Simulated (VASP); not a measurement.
## ZnS: single point with PBE

Crystal: ZnS.

```xyz
2
Lattice="0.0000 2.6850 2.6850 2.6850 0.0000 2.6850 2.6850 2.6850 0.0000" Properties=species:S:1:pos:R:3 pbc="T T T"
Zn    0.0000    0.0000    0.0000
S     1.3425    1.3425    1.3425
```

- Program: VASP 6.6.1
- Task: single point
- Functional: PBE
- Potentials or basis: VASP PAW PBE potentials, release 64 (Zn, S)
- Cutoff: 500 eV
- k mesh: 6 × 6 × 6
- Occupations: gaussian, width 0.1 eV
- Spin: no spin polarisation
- Dipole correction: no
- Further INCAR settings: ALGO = Normal; EDIFF = 1e-06; NBANDS = 16

| Quantity | Value |
| --- | --- |
| Pressure | 3.3 GPa |
| Band gap on the k mesh | 2.20 eV |

Levels at points of the mesh, in eV from the valence-band top:
```tsv
k point	band 5	band 6	band 7	band 8	band 9	band 10	band 11	band 12	band 13	band 14
(0.00, 0.00, 0.00)	-5.90	-5.90	0.00	0.00	0.00	2.20	6.38	6.38	6.38	11.78
(0.50, 0.00, 0.00)	-5.87	-5.69	-5.42	-0.89	-0.89	3.35	6.91	6.91	8.95	12.26
(0.50, 0.50, 0.00)	-5.82	-5.67	-4.63	-2.29	-2.29	3.36	4.07	11.11	12.10	12.10
```

Wall time 6.2 s on 1 thread of Intel(R) Xeon(R) Platinum 8488C (Sapphire Rapids) (shared host), peak memory 0.15 GiB.

Caveat: the cell stands under pressure.
